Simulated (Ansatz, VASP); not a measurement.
Two plane-wave programs on BaTiO3

POSCAR

```
BaTiO3
1.0
    4.0117610854      0.0000000000      0.0000000000
    0.0000000000      4.0117610854      0.0000000000
    0.0000000000      0.0000000000      4.0575691340
Ba Ti O
1 1 3
Direct
    0.5000000000      0.5000000000      0.5825416364
    0.0000000000      0.0000000000      0.0993091638
    0.0000000000      0.5000000000      0.0642211463
    0.5000000000      0.0000000000      0.0642211463
    0.0000000000      0.0000000000      0.5497038972
```

The input INCAR.step1:

```
ALGO = Normal
EDIFF = 1E-4
ENCUT = 520
GGA = PE
GGA_COMPAT = F
ISMEAR = 0
LASPH = T
LCHARG = F
LMAXMIX = 4
LREAL = F
LSORBIT = T
LWAVE = T
MAGMOM = 0 0 0 0 0 0 0 0 0 0 0 0 0 0 0
NBANDS = 55
NELM = 150
PREC = Accurate
SIGMA = 0.01
```

File INCAR.step2:

```
ALGO = Normal
EDIFF = 1E-7
ENCUT = 520
GGA_COMPAT = F
ISIF = 2
ISMEAR = 0
ISTART = 1
LASPH = T
LCHARG = T
LMAXMIX = 4
LMIXTAU = T
LORBIT = 11
LORBMOM = T
LREAL = F
LSORBIT = T
LVHAR = T
LWAVE = F
MAGMOM = 0 0 0 0 0 0 0 0 0 0 0 0 0 0 0
METAGGA = R2SCAN
NBANDS = 55
NELM = 150
PREC = Accurate
SIGMA = 0.01
```

KPOINTS

```
k-points
0
Gamma
  6 6 6
```

Input for Ansatz:

```yaml
crystal:
  lattice:
    - [4.0117610854, 0.0, 0.0]
    - [0.0, 4.0117610854, 0.0]
    - [0.0, 0.0, 4.057569134]
  atoms:
    - { symbol: Ba, position: [0.5, 0.5, 0.5825416364] }
    - { symbol: Ti, position: [0.0, 0.0, 0.0993091638] }
    - { symbol: O, position: [0.0, 0.5, 0.0642211463] }
    - { symbol: O, position: [0.5, 0.0, 0.0642211463] }
    - { symbol: O, position: [0.0, 0.0, 0.5497038972] }
kpoints:
  mp_grid: { grid: [6, 6, 6] }
  band_path:
    path:
      - [0.0, 0.0, 0.0]
      - [0.0, 0.5, 0.0]
      - [0.5, 0.5, 0.0]
      - [0.0, 0.0, 0.5]
      - [0.0, 0.5, 0.5]
      - [0.5, 0.5, 0.5]
    npoints: 1
hamiltonian:
  xc: r2scan
scf:
  occupations: { method: fixed }
  n_extra_bands: 10
magnetization:
  noncollinear: true
  spin_orbit: true
output:
  forces: true
  stress: true
  eigenvalues: true
```

Change from the starting cell: epitaxial_xy strain +1.0%.

Alike in both runs: task single point; functional r2SCAN; k mesh 6 × 6 × 6; non-collinear spin, spin-orbit coupling.

|  | VASP | Ansatz |
| --- | --- | --- |
| version | VASP 6.6.1 | Ansatz 0.2.0 |
| potentials or method | VASP PAW PBE potentials, release 64 (Ba_sv, Ti_sv, O) | plane waves, PAW |
| plane-wave cutoff (eV) | 520 | 500 |
| occupations | gaussian, width 0.01 eV | fixed |
| valence electrons in the cell | 40 | 40 |

VASP gave:

| Property | Result |
| --- | --- |
| pressure (GPa) | 0.1 |
| traceless stress, the component that is largest in VASP (GPa) | 2.05 |
| rms of the force components (eV/Å) | 0.058 |

Problem. Which values does Ansatz return?

Solution. Pressure (GPa): -1.8; traceless stress, the component that is largest in VASP (GPa): 1.88; rms of the force components (eV/Å): 0.001.

VASP's potentials were made for PBE, not for r2SCAN. Atom by atom the forces differ by 0.058 eV/Å (rms over components).
